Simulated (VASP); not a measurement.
# ZnAg2S2 (P-3m1) in VASP: notebook

The runs below take ZnAg2S2 through single point, relaxation of cell and atoms, with PBE.

Program: VASP 6.6.1. These are calculated values, not measurements. Logs are shortened: lines on timing, memory, paths and dates and some standing lists are left out, and cuts for length are marked.

## Step 1: The cell of the first run

Symmetry: P-3m1, No. 164, trigonal system. Conventional cell: a = 3.885 Å, b = 3.885 Å, c = 7.112 Å, α = 90.00°, β = 90.00°, γ = 120.00°. Within 3.6 Å of Zn (site symmetry -3m) lie 6 S at 2.62 Å and 6 Ag at 3.52 Å. Ag (site symmetry 3m) has 4 S at 2.63 to 3.04 Å and 3 Ag at 2.80 Å and 3 Zn at 3.52 Å within 3.6 Å. Within 3.6 Å of S (site symmetry 3m) lie 3 Zn at 2.62 Å and 4 Ag at 2.63 to 3.04 Å and 3 S at 3.52 Å.

The cell was built from a structure type or drawn by symmetry, and may not be a known phase.

## Step 2: Single point, PBE

File INCAR:

```
SYSTEM = ZnAg2S2
PREC = Accurate ; ENCUT = 520
EDIFF = 1E-6 ; ISMEAR = 0
SIGMA = 0.1 ; LREAL = .False.
LASPH = .True. ; NELM = 100
ALGO = Normal ; ISIF = 2
LWAVE = .False. ; LCHARG = .False.
GGA = PE ; NBANDS = 31
```

File KPOINTS:

```
Automatic mesh
0
Gamma
  12 12 6
  0 0 0
```

File POSCAR:

```
ZnAg2S2
1.0
    3.8845845985      0.0000000000      0.0000000000
   -1.9422922993      3.3641489455      0.0000000000
    0.0000000000      0.0000000000      7.1123038837
Zn Ag S
1 2 2
Direct
    0.0000000000      0.0000000000      0.0000000000
    0.6666666667      0.3333333333      0.3822714519
    0.3333333333      0.6666666667      0.6177285481
    0.3333333333      0.6666666667      0.1903780209
    0.6666666667      0.3333333333      0.8096219791
```

Potentials or basis: VASP PAW PBE potentials, release 64 (Zn, Ag, S).

The run is started by

```console
cat potpaw_PBE.64/Zn/POTCAR potpaw_PBE.64/Ag/POTCAR potpaw_PBE.64/S/POTCAR > POTCAR
mpirun -np 1 vasp_std > vasp.out
```

OUTCAR:

```text
SYSTEM = ZnAg2S2
   PREC = Accurate
   ENCUT = 520
   EDIFF = 1E-6
   ISMEAR = 0
   LREAL = .False.
   LASPH = .True.
   NELM = 100
   ISIF = 2
   GGA = PE

 ion  position               nearest neighbor table
   1  0.000  0.000  0.000-   4 2.62   5 2.62   5 2.62   4 2.62   5 2.62   4 2.62
   2  0.667  0.333  0.382-   4 2.63   4 2.63   4 2.63   3 2.80   3 2.80   3 2.80   5 3.04
   3  0.333  0.667  0.618-   5 2.63   5 2.63   5 2.63   2 2.80   2 2.80   2 2.80   4 3.04
   4  0.333  0.667  0.190-   1 2.62   1 2.62   1 2.62   2 2.63   2 2.63   2 2.63   3 3.04
   5  0.667  0.333  0.810-   1 2.62   1 2.62   1 2.62   3 2.63   3 2.63   3 2.63   2 3.04

  LATTYP: Found a hexagonal cell.
 ALAT       =     3.8845845985
 C/A-ratio  =     1.8309046188

  Lattice vectors:

 A1 = (   3.8845845985,   0.0000000000,   0.0000000000)
 A2 = (  -1.9422922993,   3.3641489455,   0.0000000000)
 A3 = (   0.0000000000,   0.0000000000,   7.1123038837)

Analysis of symmetry for initial positions (statically):
=====================================================================
 Subroutine PRICEL returns:
 Original cell was already a primitive cell.

 Routine SETGRP: Setting up the symmetry group for a
 hexagonal supercell.

 Subroutine GETGRP returns: Found 12 space group operations
 (whereof 12 operations were pure point group operations)
 out of a pool of 24 trial point group operations.

The static configuration has the point symmetry D_3d.

Analysis of symmetry for dynamics (positions and initial velocities):
=====================================================================
 Subroutine PRICEL returns:
 Original cell was already a primitive cell.

 Routine SETGRP: Setting up the symmetry group for a
 hexagonal supercell.

 Subroutine GETGRP returns: Found 12 space group operations
 (whereof 12 operations were pure point group operations)
 out of a pool of 24 trial point group operations.

The dynamic configuration has the point symmetry D_3d.

 Subroutine INISYM returns: Found 12 space group operations
 (whereof 12 operations are pure point group operations),
 and found     1 'primitive' translations

----------------------------------------------------------------------------------------

                                     Primitive cell

  volume of cell :      92.9459

  direct lattice vectors                    reciprocal lattice vectors
     3.884584599  0.000000000  0.000000000     0.257427783  0.148626000  0.000000000
    -1.942292299  3.364148946  0.000000000     0.000000000  0.297251999  0.000000000
     0.000000000  0.000000000  7.112303884     0.000000000  0.000000000  0.140601416

  length of vectors
     3.884584599  3.884584599  7.112303884     0.297251999  0.297251999  0.140601416

  position of ions in fractional coordinates (direct lattice)
     0.000000000  0.000000000  0.000000000
     0.666666667  0.333333333  0.382271452
     0.333333333  0.666666667  0.617728548
     0.333333333  0.666666667  0.190378021
     0.666666667  0.333333333  0.809621979

  ion indices of the primitive-cell ions
   primitive index   ion index
                 1           1
                 2           2
                 3           3
                 4           4
                 5           5

----------------------------------------------------------------------------------------

 KPOINTS: Automatic mesh

Automatic generation of k-mesh.
 Grid dimensions read from file:
 generate k-points for:   12   12    6

 Generating k-lattice:

  Cartesian coordinates                     Fractional coordinates (reciprocal lattice)
     0.021452315  0.012385500  0.000000000     0.083333333 -0.000000000  0.000000000
     0.000000000  0.024771000  0.000000000     0.000000000  0.083333333  0.000000000
     0.000000000  0.000000000  0.023433569     0.000000000  0.000000000  0.166666667

  Length of vectors
     0.024771000  0.024771000  0.023433569

  Shift w.r.t. Gamma in fractional coordinates (k-lattice)
     0.000000000  0.000000000  0.000000000

 Subroutine IBZKPT returns following result:
 ===========================================

 Found    100 irreducible k-points:

 Following reciprocal coordinates:
            Coordinates               Weight
  0.000000  0.000000  0.000000      1.000000
  0.083333 -0.000000  0.000000      6.000000
  0.166667 -0.000000  0.000000      6.000000
  0.250000 -0.000000  0.000000      6.000000
  0.333333 -0.000000  0.000000      6.000000
  0.416667 -0.000000  0.000000      6.000000
[... 16 lines left out ...]
  0.166667 -0.000000  0.166667      6.000000
  0.000000  0.166667  0.166667      6.000000
 [... further k-points ...]
   k-points           NKPTS =    100   k-points in BZ     NKDIM =    100   number of bands    NBANDS=     31
   number of dos      NEDOS =    301   number of ions     NIONS =      5
   total plane-waves  NPLWV =  48600
   dimension x,y,z NGX =    30 NGY =   30 NGZ =   54
   dimension x,y,z NGXF=    60 NGYF=   60 NGZF=  108
   ions per type =               1   2   2
   NGX,Y,Z   is equivalent  to a cutoff of  12.84, 12.84, 12.62 a.u.
   NGXF,Y,Z  is equivalent  to a cutoff of  25.68, 25.68, 25.24 a.u.
 SYSTEM =  ZnAg2S2
   PREC   = accura    normal or accurate (medium, high low for compatibility)
   ISTART =      0    job   : 0-new  1-cont  2-samecut
   ICHARG =      2    charge: 1-file 2-atom 10-const
   ISPIN  =      1    spin polarized calculation?
   LNONCOLLINEAR =      F non collinear calculations
   LSORBIT =      F    spin-orbit coupling
   LASPH  =      T    aspherical Exc in radial PAW
   ENCUT  =  520.0 eV  38.22 Ry    6.18 a.u.   7.22  7.22 13.22*2*pi/ulx,y,z
   NELM   =    100;   NELMIN=  2; NELMDL= -5     # of ELM steps
   EDIFF  = 0.1E-05   stopping-criterion for ELM
   LREAL  =      F    real-space projection
   EDIFFG = 0.1E-04   stopping-criterion for IOM
   NSW    =      0    number of steps for IOM
   IBRION =     -1    ionic relax: 0-MD 1-quasi-New 2-CG
   NFREE  =      0    steps in history (QN), initial steepest desc. (CG)
   ISIF   =      2    stress and relaxation
   ISYM   =      2    0-nonsym 1-usesym 2-fastsym
   POTIM  = 0.5000    time-step for ionic-motion
   TEBEG  =    0.0;   TEEND  =   0.0 temperature during run
   PSTRESS=    0.0 pullay stress
   NELECT =      46.0000    total number of electrons
   NUPDOWN=      -1.0000    fix difference up-down
   EMIN   =  10.00;   EMAX   =-10.00  energy-range for DOS
   EFERMI =   0.00;   METHOD = LEGACY
   ISMEAR =     0;   SIGMA  =   0.10  broadening in eV -4-tet -1-fermi 0-gaus
   EFERMI_NEDOS =   21; number of points for ismear=-14 and -15
   IALGO  =     38    algorithm
   IMIX   =      4    mixing-type and parameters
     AMIX     =   0.40;   BMIX     =  1.00
     AMIX_MAG =   1.60;   BMIX_MAG =  1.00
  volume/ion in A,a.u.               =      18.59       125.45
  Fermi-wavevector in a.u.,A,eV,Ry     =   1.294943  2.447088 22.815311  1.676878
  Thomas-Fermi vector in A             =   2.426494
   LORBIT       =      0    0 simple, 1 ext, 2 COOP (PROOUT), +10 PAW based schemes
   GGA     = PE    functional components
   LHFCALC =     F    Hartree Fock is set to
   AEXX    =    0.0000 exact exchange contribution
   IVDW    =     0    specifies the selected vdW correction
   LEPSILON=     F    determine dielectric tensor
   LRPA    =     F    only Hartree local field effects (RPA)
 non-spin polarized calculation
 Gauss-broadening in eV      SIGMA  =   0.10
  energy-cutoff  :      520.00
  volume of cell :       92.95
 maximum number of plane-waves:      2532
 NGX is ok and might be reduce to    30
   NGX = 15   NGY = 15   NGZ = 27

 number of electron      46.0000005 magnetization

 Free energy of the ion-electron system (eV)
  ---------------------------------------------------
  ext. energy  EPLUGINS =         0.00000000
  ---------------------------------------------------
  free energy    TOTEN  =       -15.42828465 eV

  energy without entropy =      -15.42636156  energy(sigma->0) =      -15.42732310

 E-fermi :   5.0440     XC(G=0): -10.7220

 val. band max:        5.0188413052   @ k =   0.0833  -0.0000   0.0000
 cond. band min:       5.1102636721   @ k =   0.0000   0.0000   0.1667
 fundamental gap:      0.0914223670
 Fermi energy:         5.0440067071

 k-point     1 :       0.0000    0.0000    0.0000
  band No.  band energies     occupation
      1      -8.2923      2.00000
      2      -7.2733      2.00000
      3      -1.6311      2.00000
      4      -1.5484      2.00000
      5      -1.5484      2.00000
      6      -1.2918      2.00000
[... 23 lines left out ...]
     30      12.9322      0.00000
     31      12.9322      0.00000

 k-point     2 :       0.0833   -0.0000    0.0000
  band No.  band energies     occupation
      1      -8.2447      2.00000
      2      -7.2565      2.00000
      3      -1.6000      2.00000
      4      -1.5438      2.00000
      5      -1.5415      2.00000
      6      -1.2983      2.00000
[... 23 lines left out ...]
     30      12.9330      0.00000
     31      13.0673      0.00000

 k-point     3 :       0.1667   -0.0000    0.0000
  band No.  band energies     occupation
      1      -8.1083      2.00000
      2      -7.2120      2.00000
      3      -1.5449      2.00000
      4      -1.5247      2.00000
      5      -1.5036      2.00000
      6      -1.3193      2.00000
[... 23 lines left out ...]
     30      12.7393      0.00000
     31      12.8030      0.00000

 k-point     4 :       0.2500   -0.0000    0.0000
  band No.  band energies     occupation
      1      -7.9030      2.00000
      2      -7.1567      2.00000
      3      -1.5129      2.00000
      4      -1.5090      2.00000
      5      -1.4115      2.00000
      6      -1.3585      2.00000
[... 635 lines left out ...]
     30      12.9716      0.00000
     31      13.3921      0.00000

 k-point    23 :       0.1667   -0.0000    0.1667
  band No.  band energies     occupation
      1      -8.0878      2.00000
      2      -7.2415      2.00000
      3      -1.5298      2.00000
      4      -1.5292      2.00000
      5      -1.5102      2.00000
      6      -1.3176      2.00000
[... 23 lines left out ...]
     30      12.7460      0.00000
     31      13.1316      0.00000

 k-point    24 :       0.0000    0.1667    0.1667
  band No.  band energies     occupation
      1      -8.0886      2.00000
      2      -7.2400      2.00000
      3      -1.5689      2.00000
      4      -1.5223      2.00000
      5      -1.4892      2.00000
      6      -1.3176      2.00000
[... 23 lines left out ...]
     30      12.9257      0.00000
     31      12.9698      0.00000

 [... further k-points ...]
[... 5 lines left out ...]
  --------------------------------------------------------------------------------------
  -------------------------------------------------------------------------------------
  Total       -0.0182210     -0.0182210     -0.0620408      0.0000000      0.0000000      0.0000000
  in kB       -0.3140889     -0.3140889     -1.0694430      0.0000000      0.0000000      0.0000000
  external PRESSURE =      -0.5658736 kB  Pullay stress =       0.0000000 kB

 VOLUME and BASIS-vectors are now :
 -----------------------------------------------------------------------------
  energy-cutoff  :      520.00
  volume of cell :       92.95
      direct lattice vectors                 reciprocal lattice vectors
     3.884584599  0.000000000  0.000000000     0.257427783  0.148626000  0.000000000
    -1.942292299  3.364148946  0.000000000     0.000000000  0.297251999  0.000000000
     0.000000000  0.000000000  7.112303884     0.000000000  0.000000000  0.140601416

 POSITION                                       TOTAL-FORCE (eV/Angst)
 -----------------------------------------------------------------------------------
      0.00000      0.00000      0.00000        -0.000000      0.000000      0.000000
      1.94229      1.12138      2.71883         0.000000     -0.000000     -0.000593
     -0.00000      2.24277      4.39347        -0.000000      0.000000      0.000593
     -0.00000      2.24277      1.35403        -0.000000      0.000000      0.016894
      1.94229      1.12138      5.75828         0.000000     -0.000000     -0.016894
 -----------------------------------------------------------------------------------
    total drift:                                0.000000      0.000000      0.000000

  FREE ENERGIE OF THE ION-ELECTRON SYSTEM (eV)
  ---------------------------------------------------
  free  energy   TOTEN  =       -15.4282846505 eV

  energy  without entropy=      -15.4263615587  energy(sigma->0) =      -15.42732310
```

It took 6.9 min on 1 thread of Intel Xeon Platinum 8259CL at 2.50GHz (Skylake/Cascade Lake), shared host; peak memory 0.4 GiB.

What came out:

```
Free energy            : -15.4283 eV
Pressure               : -0.1 GPa
Largest force          : 0.017 eV/Å
Band gap on the k mesh : zero (bands 23 and 24 overlap by 0.17 eV)
```

Forces in eV/Å, atoms in the order of the input:
```
Zn   0.000  0.000  0.000
Ag   0.000  0.000 -0.001
Ag   0.000  0.000  0.001
S    0.000  0.000  0.017
S    0.000  0.000 -0.017
```

## Step 3: Relaxation of cell and atoms, PBE

File INCAR:

```
ALGO     = Normal         # electronic algorithm
EDIFF    = 1E-7           # SCF threshold, eV
EDIFFG   = -0.01          # ionic threshold
ENCUT    = 600            # plane-wave cutoff, eV
GGA      = PE             # functional
IBRION   = 2              # ionic algorithm
ISIF     = 3              # what is computed and relaxed
ISMEAR   = 0              # smearing method
LASPH    = True           # aspherical terms in the spheres
LCHARG   = False          # write CHGCAR
LREAL    = False          # projectors in reciprocal space
LWAVE    = False          # write WAVECAR
NELM     = 100            # most SCF steps
NSW      = 100            # ionic steps
PREC     = Accurate       # precision mode
SIGMA    = 0.1            # smearing width, eV
```

File KPOINTS:

```
k-points
0
Gamma
  12 12 6
```

File POSCAR:

```
ZnAg2S2
1.0
    3.8940417598      0.0000000000      0.0000000000
   -1.9470208799      3.3723390874      0.0000000000
    0.0000000000      0.0000000000      7.0804663902
Zn Ag S
1 2 2
Direct
    0.0000000000      0.0000000000      0.0000000000
    0.6666666667      0.3333333333      0.3824608578
    0.3333333333      0.6666666667      0.6175391422
    0.3333333333      0.6666666667      0.1907704531
    0.6666666667      0.3333333333      0.8092295469
```

Potentials or basis: VASP PAW PBE potentials, release 64 (Zn, Ag, S).

The run is started by

```console
cat potpaw_PBE.64/Zn/POTCAR potpaw_PBE.64/Ag/POTCAR potpaw_PBE.64/S/POTCAR > POTCAR
mpirun -np 1 vasp_std > vasp.out
```

Wall time 10 min (1 thread of Intel Xeon Platinum 8259CL at 2.50GHz (Skylake/Cascade Lake), shared host); peak memory 0.48 GiB.

Results (log left out):

| Item | Value |
| --- | --- |
| Free energy | -15.4283 eV |
| Relaxed volume | 18.57 Å³/atom |
| Relaxed cell | a = 3.892 Å, b = 3.892 Å, c = 7.079 Å, α = 90.00°, β = 90.00°, γ = 120.00° |
| Space group after relaxing (to 0.1 Å) | P-3m1 (No. 164) |
| Energy gained by relaxing | 0.0 meV/atom |
| Ionic steps | 3 |
| Pressure after relaxing | 0.0 GPa |
| Largest force after relaxing | 0.010 eV/Å |
| Band gap on the k mesh | zero (bands 23 and 24 overlap by 0.18 eV) |

Forces on the atoms (eV/Å):
```
Zn   0.000  0.000  0.000
Ag   0.000  0.000  0.001
Ag   0.000  0.000 -0.001
S    0.000  0.000  0.010
S    0.000  0.000 -0.010
```

Final structure:
```
CELL_PARAMETERS angstrom
3.89183 0.00000 0.00000
-1.94592 3.37042 0.00000
0.00000 0.00000 7.07945
ATOMIC_POSITIONS crystal
Zn 0.00000 0.00000 0.00000
Ag 0.66667 0.33333 0.38245
Ag 0.33333 0.66667 0.61755
S 0.33333 0.66667 0.19094
S 0.66667 0.33333 0.80906
```

Levels at points of the mesh, in eV from the Fermi level:
| k point | band 20 | band 21 | band 22 | band 23 | band 24 | band 25 | band 26 | band 27 |
| --- | --- | --- | --- | --- | --- | --- | --- | --- |
| (0.00, 0.00, 0.00) | -0.74 | -0.48 | -0.48 | -0.23 | -0.23 | 3.16 | 3.69 | 5.97 |
| (0.50, 0.00, 0.00) | -2.07 | -1.94 | -1.79 | -0.05 | 1.19 | 2.23 | 4.17 | 5.54 |
| (0.00, 0.00, 0.50) | -0.38 | -0.38 | -0.28 | -0.28 | 1.73 | 1.98 | 3.35 | 5.43 |
| (0.50, 0.00, 0.50) | -1.68 | -1.45 | -1.21 | -0.97 | 0.91 | 2.53 | 4.06 | 4.41 |

(Continued in part 2 of 2.)
